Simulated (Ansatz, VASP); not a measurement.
**SiO2 in VASP and in Ansatz**

Contents of POSCAR:

```
SiO2
1.0
   -2.3740500000      2.3740500000      3.7440000000
    2.3740500000     -2.3740500000      3.7440000000
    2.3740500000      2.3740500000     -3.7440000000
Si O
2 4
Direct
    0.0000000000      0.0000000000      0.0000000000
    0.7500000000      0.2500000000      0.5000000000
    0.9983800000      0.6250000000      0.8733800000
    0.3750000000      0.2483800000      0.3733800000
    0.7516200000      0.1250000000      0.1266200000
    0.8750000000      0.0016200000      0.6266200000
```

File INCAR.step1:

```
PREC = Accurate
ENCUT = 520
ISMEAR = 0
SIGMA = 0.02
LREAL = False
LASPH = True
NELM = 60
NBANDS = 25
GGA = PE
ALGO = Normal
EDIFF = 1E-4
LWAVE = True
LCHARG = False
```

Contents of INCAR.step2:

```
PREC = Accurate
ENCUT = 520
EDIFF = 1E-6
ISMEAR = 0
SIGMA = 0.02
LREAL = False
LASPH = True
NELM = 60
ALGO = Normal
ISIF = 2
LWAVE = False
LCHARG = False
METAGGA = R2SCAN
LMIXTAU = True
NBANDS = 25
ISTART = 1
```

KPOINTS

```
regular mesh
0
Gamma
  10 10 10
```

Input for Ansatz:

```yaml
crystal:
  lattice:
    - [-2.37405, 2.37405, 3.744]
    - [2.37405, -2.37405, 3.744]
    - [2.37405, 2.37405, -3.744]
  atoms:
    - { symbol: Si, position: [0.0, 0.0, 0.0] }
    - { symbol: Si, position: [0.75, 0.25, 0.5] }
    - { symbol: O, position: [0.99838, 0.625, 0.87338] }
    - { symbol: O, position: [0.375, 0.24838, 0.37338] }
    - { symbol: O, position: [0.75162, 0.125, 0.12662] }
    - { symbol: O, position: [0.875, 0.00162, 0.62662] }
basis:
  ecutwfc: 500
kpoints:
  mp_grid: { grid: [10, 10, 10] }
hamiltonian:
  xc: r2scan
scf:
  occupations: { method: gaussian, width: 0.02 }
output:
  forces: true
  stress: true
  eigenvalues: true
```

Alike in both runs: task single point; functional r2SCAN; k mesh 10 × 10 × 10; occupations gaussian, width 0.02 eV; no spin polarisation.

|  | VASP | Ansatz |
| --- | --- | --- |
| version | VASP 6.6.1 | Ansatz 0.2.0 |
| potentials or method | VASP PAW PBE potentials, release 64 (Si, O), cutoff 520 eV | scalar-relativistic, plane waves, PAW |
| valence electrons in the cell | 32 | 32 |

|  | VASP | Ansatz | Ansatz less VASP |
| --- | --- | --- | --- |
| gap on the k mesh at the Fermi level (eV) | 6.69 | 6.70 | +0.001 |
| least direct gap on the mesh (eV) | 6.69 | 6.70 | +0.001 |
| pressure (GPa) | -1.1 | -1.3 | -0.23 |
| traceless stress, the component that is largest in VASP (GPa) | -1.30 | -1.36 | -0.059 |
| rms of the force components (eV/Å) | 0.088 | 0.091 | +0.0026 |

VASP's potentials were made for PBE, not for r2SCAN. Atom by atom the forces differ by 0.003 eV/Å (rms over components). The functional is the same, so the differences come from potentials, cutoffs and numerics.
